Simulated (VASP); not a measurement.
# Sn8O15 (a cell with a defect) in VASP: single point with PBE+D3(BJ)

Aim: the single point of Sn8O15 (a cell with a defect) with PBE+D3(BJ).

Program: VASP 6.6.1. These are calculated values, not measurements. Logs are shortened: lines on timing, memory, paths and dates and some standing lists are left out, and cuts for length are marked.

### Step 1. The cell of the first run

The cell holds a defect, 23 atoms: a = 6.700 Å, b = 6.700 Å, c = 6.373 Å, α = 90.00°, β = 90.00°, γ = 90.00°.

### Step 2. Single point, PBE+D3(BJ), collinear spin

Contents of INCAR:

```
ALGO     = Normal         # electronic algorithm
EDIFF    = 1E-6           # SCF threshold, eV
ENCUT    = 520            # plane-wave cutoff, eV
GGA      = PE             # functional
ISIF     = 2              # what is computed and relaxed
ISMEAR   = 0              # smearing method
ISPIN    = 2              # spin polarisation
IVDW     = 12             # dispersion correction
KPAR     = 2            
LASPH    = T              # aspherical terms in the spheres
LCHARG   = T              # write CHGCAR
LORBIT   = 11             # projections on sites
LREAL    = Auto         
LVHAR    = T            
LWAVE    = F              # write WAVECAR
MAGMOM   = 0 0 0 0 0 0 0 0 0 0 0 0 0 0 1 0 0 0 0 0 0 0 0 # initial moments
NBANDS   = 122            # bands
NCORE    = 2            
NELECT   = 201.0        
NELM     = 150            # most SCF steps
PREC     = Accurate       # precision mode
SIGMA    = 0.05           # smearing width, eV
```

Contents of KPOINTS:

```
k-points
0
Gamma
  2 2 2
```

Contents of POSCAR:

```
Sn8O15
1.0
   -4.7373500000     -4.7373500000      0.0000000000
    4.7373500000     -4.7373500000      0.0000000000
    0.0000000000      0.0000000000      6.3728000000
Sn O
8 15
Direct
    0.5010582780      0.4991850861     -0.0015566817
    0.0009009628      0.4938791124      0.2495900915
    0.5011570422      0.4997038212      0.5000811160
    0.0012920310      0.5086621134      0.7495600597
    0.0013415883     -0.0055773025      0.0052178693
    0.5012495572      0.0029477219      0.2492911219
    0.0011368536     -0.0046556470      0.4945141784
    0.5010518638      0.0005774623      0.7492555068
    0.1935533528      0.4869982788     -0.0039938798
    0.0004023579      0.1910734970      0.2494179907
    0.8086477032      0.4885677244     -0.0043764327
    0.0022241973      0.7988021709      0.2500628694
    0.1936591453      0.4870035437      0.5032034157
    0.8086128929      0.4889705532      0.5032407389
    0.0021454368      0.8119372937      0.7495700077
    0.6982260793      0.0050631253     -0.0028980978
    0.5003551871      0.6964064449      0.2491597585
    0.3043543518      0.0064131207     -0.0029359850
    0.5025271659      0.3072838050      0.2494846158
    0.6978723086      0.0046051836      0.5016267030
    0.5001240126      0.6956605113      0.7494019968
    0.3043296002      0.0065203088      0.5013648445
    0.5021240316      0.3053915707      0.7491933926
```

Potentials or basis: VASP PAW PBE potentials, release 64 (Sn_d, O).

On the command line:

```
$ cat potpaw_PBE.64/Sn_d/POTCAR potpaw_PBE.64/O/POTCAR > POTCAR
$ mpirun -np 4 vasp_std > vasp.out
```

OUTCAR:

```text
EDIFF = 1E-6
   ENCUT = 520
   GGA = PE
   ISIF = 2
   ISMEAR = 0
   ISPIN = 2
   IVDW = 12
   LASPH = T
   LORBIT = 11
   LREAL = Auto
   NELECT = 201.0
   NELM = 150
   PREC = Accurate
 IVDW          = 12

 ion  position               nearest neighbor table
   1  0.501  0.499  0.998-  23 2.05  19 2.05   9 2.06  21 2.06  11 2.06  17 2.07   3 3.18   3 3.20
                             6 3.69   8 3.70   4 3.71   4 3.71   2 3.71   2 3.71   8 3.72   6 3.73
   2  0.001  0.494  0.250-  10 2.03  12 2.04  14 2.07   9 2.07  11 2.07  13 2.07   4 3.19   4 3.19
                             7 3.69   5 3.69   5 3.70   7 3.70   3 3.71   1 3.71   3 3.71   1 3.71
   3  0.501  0.500  0.500-  19 2.05  23 2.05  21 2.06  14 2.06  13 2.06  17 2.07   1 3.18   1 3.20
                             6 3.69   8 3.70   4 3.71   4 3.71   2 3.71   8 3.71   2 3.71   6 3.73
   4  0.001  0.509  0.750-  15 2.03  11 2.04   9 2.04  13 2.04  14 2.04   2 3.19   2 3.19   5 3.64
                             7 3.64   1 3.71   3 3.71   1 3.71   3 3.71
   5  0.001  0.994  0.005-  18 2.03  16 2.03  15 2.04  12 2.04  10 2.04   7 3.12   7 3.25   4 3.64
                             2 3.69   6 3.69   6 3.69   2 3.70   8 3.72   8 3.73
   6  0.501  0.003  0.249-  19 2.04  17 2.05  20 2.08  22 2.08  18 2.08  16 2.08   8 3.19   8 3.19
                             1 3.69   3 3.69   5 3.69   5 3.69   7 3.70   7 3.70   3 3.73   1 3.73
   7  0.001  0.995  0.495-  22 2.03  20 2.03  15 2.04  10 2.04  12 2.04   5 3.12   5 3.25   4 3.64
                             2 3.69   6 3.70   6 3.70   2 3.70   8 3.72   8 3.72
   8  0.501  0.001  0.749-  23 2.04  21 2.04  20 2.06  18 2.06  22 2.06  16 2.06   6 3.19   6 3.19
                             1 3.70   3 3.70   3 3.71   1 3.72   7 3.72   7 3.72   5 3.72   5 3.73
   9  0.194  0.487  0.996-   4 2.04   1 2.06   2 2.07
  10  0.000  0.191  0.249-   2 2.03   5 2.04   7 2.04
  11  0.809  0.489  0.996-   4 2.04   1 2.06   2 2.07
  12  0.002  0.799  0.250-   5 2.04   7 2.04   2 2.04
  13  0.194  0.487  0.503-   4 2.04   3 2.06   2 2.07
  14  0.809  0.489  0.503-   4 2.04   3 2.06   2 2.07
  15  0.002  0.812  0.750-   4 2.03   5 2.04   7 2.04
  16  0.698  0.005  0.997-   5 2.03   8 2.06   6 2.08
  17  0.500  0.696  0.249-   6 2.05   3 2.07   1 2.07
  18  0.304  0.006  0.997-   5 2.03   8 2.06   6 2.08
  19  0.503  0.307  0.249-   6 2.04   3 2.05   1 2.05
  20  0.698  0.005  0.502-   7 2.03   8 2.06   6 2.08
  21  0.500  0.696  0.749-   8 2.04   3 2.06   1 2.06
  22  0.304  0.007  0.501-   7 2.03   8 2.06   6 2.08
  23  0.502  0.305  0.749-   8 2.04   1 2.05   3 2.05

  LATTYP: Found a simple tetragonal cell.
 ALAT       =     6.6996246197
 C/A-ratio  =     0.9512174729

  Lattice vectors:

 A1 = (  -4.7373500000,  -4.7373500000,   0.0000000000)
 A2 = (   4.7373500000,  -4.7373500000,   0.0000000000)
 A3 = (   0.0000000000,   0.0000000000,   6.3728000000)

Analysis of symmetry for initial positions (statically):
=====================================================================
 Subroutine PRICEL returns:
 Original cell was already a primitive cell.

 Routine SETGRP: Setting up the symmetry group for a
 simple tetragonal supercell.

 Subroutine GETGRP returns: Found  1 space group operations
 (whereof  1 operations were pure point group operations)
 out of a pool of 16 trial point group operations.

The static configuration has the point symmetry C_1 .

Analysis of symmetry for dynamics (positions and initial velocities):
=====================================================================
 Subroutine PRICEL returns:
 Original cell was already a primitive cell.

 Routine SETGRP: Setting up the symmetry group for a
 simple tetragonal supercell.

 Subroutine GETGRP returns: Found  1 space group operations
 (whereof  1 operations were pure point group operations)
 out of a pool of 16 trial point group operations.

The dynamic configuration has the point symmetry C_1 .

Analysis of structural, dynamic, and magnetic symmetry:
=====================================================================
 Subroutine PRICEL returns:
 Original cell was already a primitive cell.

 Routine SETGRP: Setting up the symmetry group for a
 simple tetragonal supercell.

 Subroutine GETGRP returns: Found  1 space group operations
 (whereof  1 operations were pure point group operations)
 out of a pool of 16 trial point group operations.

The overall configuration has the point symmetry C_1 .

 Subroutine INISYM returns: Found  1 space group operations
 (whereof  1 operations are pure point group operations),
[... 113 lines left out ...]
   ISTART =      0    job   : 0-new  1-cont  2-samecut
   ICHARG =      2    charge: 1-file 2-atom 10-const
   ISPIN  =      2    spin polarized calculation?
   LNONCOLLINEAR =      F non collinear calculations
   LSORBIT =      F    spin-orbit coupling
   LASPH  =      T    aspherical Exc in radial PAW
   ENCUT  =  520.0 eV  38.22 Ry    6.18 a.u.  12.46 12.46 11.85*2*pi/ulx,y,z
   NELM   =    150;   NELMIN=  2; NELMDL= -5     # of ELM steps
   EDIFF  = 0.1E-05   stopping-criterion for ELM
   LREAL  =      T    real-space projection
   EDIFFG = 0.1E-04   stopping-criterion for IOM
   NSW    =      0    number of steps for IOM
   IBRION =     -1    ionic relax: 0-MD 1-quasi-New 2-CG
   NFREE  =      0    steps in history (QN), initial steepest desc. (CG)
   ISIF   =      2    stress and relaxation
   ISYM   =      2    0-nonsym 1-usesym 2-fastsym
   POTIM  = 0.5000    time-step for ionic-motion
   TEBEG  =    0.0;   TEEND  =   0.0 temperature during run
   PSTRESS=    0.0 pullay stress
   NELECT =     201.0000    total number of electrons
   NUPDOWN=      -1.0000    fix difference up-down
   EMIN   =  10.00;   EMAX   =-10.00  energy-range for DOS
   EFERMI =   0.00;   METHOD = LEGACY
   ISMEAR =     0;   SIGMA  =   0.05  broadening in eV -4-tet -1-fermi 0-gaus
   EFERMI_NEDOS =   21; number of points for ismear=-14 and -15
   IALGO  =     38    algorithm
   IMIX   =      4    mixing-type and parameters
     AMIX     =   0.40;   BMIX     =  1.00
     AMIX_MAG =   1.60;   BMIX_MAG =  1.00
  volume/ion in A,a.u.               =      12.44        83.93
  Fermi-wavevector in a.u.,A,eV,Ry     =   1.455447  2.750396 28.821581  2.118326
  Thomas-Fermi vector in A             =   2.572481
   LORBIT       =     11    0 simple, 1 ext, 2 COOP (PROOUT), +10 PAW based schemes
   GGA     = PE    functional components
   LHFCALC =     F    Hartree Fock is set to
   AEXX    =    0.0000 exact exchange contribution
   IVDW    =    12    specifies the selected vdW correction
   LEPSILON=     F    determine dielectric tensor
   LRPA    =     F    only Hartree local field effects (RPA)
 spin polarized calculation
 Gauss-broadening in eV      SIGMA  =   0.05
  energy-cutoff  :      520.00
  volume of cell :      286.04
 maximum number of plane-waves:      7760
 NGX is ok and might be reduce to    50
   NGX = 25   NGY = 25   NGZ = 23

 number of electron     201.0000051 magnetization       0.4997546

 Free energy of the ion-electron system (eV)
  ---------------------------------------------------
  ext. energy  EPLUGINS =         0.00000000
  ---------------------------------------------------
  free energy    TOTEN  =      -147.20809908 eV

  energy without entropy =     -147.20806500  energy(sigma->0) =     -147.20808204

 E-fermi :   7.5342     XC(G=0): -11.0593

 val. band max:        7.4265236032   @ k =   0.0000   0.0000   0.5000
 cond. band min:       7.6419578824   @ k =   0.5000   0.0000   0.0000
 fundamental gap:      0.2154342791
 Fermi energy:         7.5342281589

 spin component 1

 k-point     1 :       0.0000    0.0000    0.0000
  band No.  band energies     occupation
      1     -15.2471      1.00000
      2     -14.9913      1.00000
      3     -14.9801      1.00000
      4     -14.9230      1.00000
      5     -14.7245      1.00000
      6     -14.7184      1.00000
[... 909 lines left out ...]
    111      13.6895      0.00000
    112      14.2379      0.00000
 Fermi energy:         7.5342281589

 spin component 2

 k-point     1 :       0.0000    0.0000    0.0000
  band No.  band energies     occupation
      1     -15.2301      1.00000
      2     -14.9849      1.00000
      3     -14.9619      1.00000
      4     -14.9109      1.00000
      5     -14.7183      1.00000
      6     -14.7120      1.00000
[... 909 lines left out ...]
    111      13.8359      0.00000
    112      14.3161      0.00000
 [bands above 112 left out]

------------------------ aborting loop because EDIFF is reached ----------------------------------------

 Edisp (eV)   -5.13372

 E8    (eV) :    -2.0817

  FORCE on cell =-STRESS in cart. coord.  units (eV):
  Direction    XX          YY          ZZ          XY          YZ          ZX
  --------------------------------------------------------------------------------------
  -------------------------------------------------------------------------------------
  Total       0.75437     0.85386     7.67123     0.33919     0.04729    -0.00994
  in kB       4.22536     4.78263    42.96793     1.89984     0.26489    -0.05565
  external pressure =       17.33 kB  Pullay stress =        0.00 kB

 VOLUME and BASIS-vectors are now :
 -----------------------------------------------------------------------------
  energy-cutoff  :      520.00
  volume of cell :      286.04
      direct lattice vectors                 reciprocal lattice vectors
    -4.737350000 -4.737350000  0.000000000    -0.105544239 -0.105544239  0.000000000
     4.737350000 -4.737350000  0.000000000     0.105544239 -0.105544239  0.000000000
     0.000000000  0.000000000  6.372800000     0.000000000  0.000000000  0.156916897

 POSITION                                       TOTAL-FORCE (eV/Angst)
 -----------------------------------------------------------------------------------
     -0.00887     -4.73850      6.36288         0.001800      0.000406      0.000884
      2.33541     -2.34395      1.59059        -0.011818     -0.003826     -0.001260
     -0.00688     -4.74143      3.18692        -0.002194      0.020986      0.010732
      2.40359     -2.41583      4.77680        -0.043177      0.031795     -0.017875
      4.70457     -4.71728      0.03325         0.030136     -0.001528     -0.043707
     -2.36063     -2.38856      1.58868         0.009988     -0.010789     -0.003601
[... 15 lines left out ...]
     -1.41083     -1.47260      3.19510         0.004720     -0.005593      0.018815
     -0.93199     -3.82548      4.77446        -0.021557      0.024996      0.000477
 -----------------------------------------------------------------------------------
    total drift:                               -0.020149      0.028983      0.008056

  FREE ENERGIE OF THE ION-ELECTRON SYSTEM (eV)
  ---------------------------------------------------
  free  energy   TOTEN  =      -152.3418190305 eV

  energy  without entropy=     -152.3417849574  energy(sigma->0) =     -152.34180199

 total charge

# of ion       s       p       d       tot
------------------------------------------
    1        0.879   1.072  10.370  12.321
    2        0.879   1.077  10.374  12.329
    3        0.879   1.073  10.370  12.321
    4        0.927   1.072  10.322  12.321
    5        0.937   1.066  10.322  12.325
    6        0.885   1.054  10.355  12.294
[... 15 lines left out ...]
   22        1.565   3.493   0.000   5.058
   23        1.561   3.515   0.000   5.075
--------------------------------------------------
tot         30.662  61.057  82.816 174.536

 magnetization (x)

# of ion       s       p       d       tot
------------------------------------------
    1       -0.001   0.000   0.000  -0.000
    2        0.001  -0.001   0.001   0.000
    3       -0.001   0.000   0.000  -0.000
    4        0.011   0.016   0.008   0.035
    5        0.016   0.019   0.009   0.044
    6       -0.002   0.007  -0.000   0.005
[... 15 lines left out ...]
   22        0.002   0.015   0.000   0.017
   23       -0.000   0.002   0.000   0.002
--------------------------------------------------
tot          0.057   0.233   0.027   0.317
```

It took 7.8 min on 4 MPI ranks of Intel Xeon Platinum 8375C at 2.90GHz (Ice Lake), shared host; peak memory 0.4 GiB.

Results:

```
Free energy                                           : -152.3418 eV
Largest force                                         : 0.057 eV/Å
Net moment                                            : 0.50 μB per cell
Site moments                                          : Sn -0.00, +0.00, +0.04, +0.01, +0.05 (each value once); O +0.01, +0.02, -0.00, +0.03, +0.00 (each value once) μB
Valence electrons inside the program's atomic spheres : Sn 12.32, 12.33, 12.29, 12.35 (each value once); O 5.06, 5.07, 5.08, 5.05 (each value once)
Dispersion energy per atom                            : -0.223 eV
```

Forces in eV/Å, atoms in the order of the input:
```
Sn   0.002  0.000  0.001
Sn  -0.012 -0.004 -0.001
Sn  -0.002  0.021  0.011
Sn  -0.043  0.032 -0.018
Sn   0.030 -0.002 -0.044
Sn   0.010 -0.011 -0.004
Sn   0.007 -0.004  0.037
Sn  -0.003 -0.022  0.011
O   -0.017 -0.013 -0.018
O    0.022 -0.020  0.000
O    0.015  0.008  0.006
O    0.001  0.019 -0.011
O   -0.013 -0.003  0.005
O    0.002  0.012  0.011
O    0.003 -0.004  0.006
O    0.011  0.002 -0.016
O    0.001 -0.005 -0.003
O    0.009 -0.014  0.002
O    0.001  0.011 -0.008
O   -0.008 -0.024  0.005
O    0.000  0.000  0.007
O    0.005 -0.006  0.019
O   -0.022  0.025  0.000
```

Levels at points of the mesh, in eV from the Fermi level:
Spin up:
| k point | band 99 | band 100 | band 101 | band 102 | band 103 | band 104 |
| --- | --- | --- | --- | --- | --- | --- |
| (0.00, 0.00, 0.00) | -2.36 | -1.66 | -1.63 | 1.55 | 2.08 | 2.25 |
| (0.50, 0.00, 0.00) | -2.36 | -1.99 | -0.22 | 1.62 | 2.20 | 2.92 |
| (0.00, 0.50, 0.00) | -2.07 | -2.06 | -0.57 | 0.89 | 2.28 | 2.66 |
| (0.50, 0.50, 0.00) | -2.20 | -2.14 | -0.26 | 1.56 | 2.73 | 2.90 |
| (0.00, 0.00, 0.50) | -2.05 | -2.02 | -0.11 | 1.01 | 2.26 | 2.98 |
| (0.50, 0.00, 0.50) | -2.12 | -2.02 | 0.17 | 1.98 | 2.76 | 2.91 |
| (0.00, 0.50, 0.50) | -2.04 | -2.01 | -0.23 | 1.21 | 1.77 | 3.06 |
| (0.50, 0.50, 0.50) | -2.34 | -2.29 | 0.23 | 2.02 | 2.07 | 3.89 |
Spin down:
| k point | band 98 | band 99 | band 100 | band 101 | band 102 | band 103 |
| --- | --- | --- | --- | --- | --- | --- |
| (0.00, 0.00, 0.00) | -2.36 | -2.34 | -1.64 | -1.42 | 1.75 | 2.21 |
| (0.50, 0.00, 0.00) | -2.39 | -2.35 | -1.97 | 0.11 | 1.63 | 2.33 |
| (0.00, 0.50, 0.00) | -2.44 | -2.06 | -2.04 | -0.22 | 0.96 | 2.45 |
| (0.50, 0.50, 0.00) | -2.21 | -2.19 | -2.13 | 0.16 | 1.65 | 2.76 |
| (0.00, 0.00, 0.50) | -2.32 | -2.04 | -2.01 | 0.27 | 1.12 | 2.38 |
| (0.50, 0.00, 0.50) | -2.13 | -2.11 | -2.01 | 0.57 | 2.13 | 2.92 |
| (0.00, 0.50, 0.50) | -2.12 | -2.03 | -2.00 | 0.21 | 1.36 | 1.87 |
| (0.50, 0.50, 0.50) | -2.33 | -2.33 | -2.28 | 0.69 | 2.19 | 2.19 |

Caveat: the k points lie up to 0.49 Å⁻¹ apart; the cell carries a net charge on a neutralising background, which shifts energy and pressure; the cell is charged against a uniform background, so pressure and absolute levels hang on convention; spin-orbit coupling is left out, which moves the levels of the heavy elements.
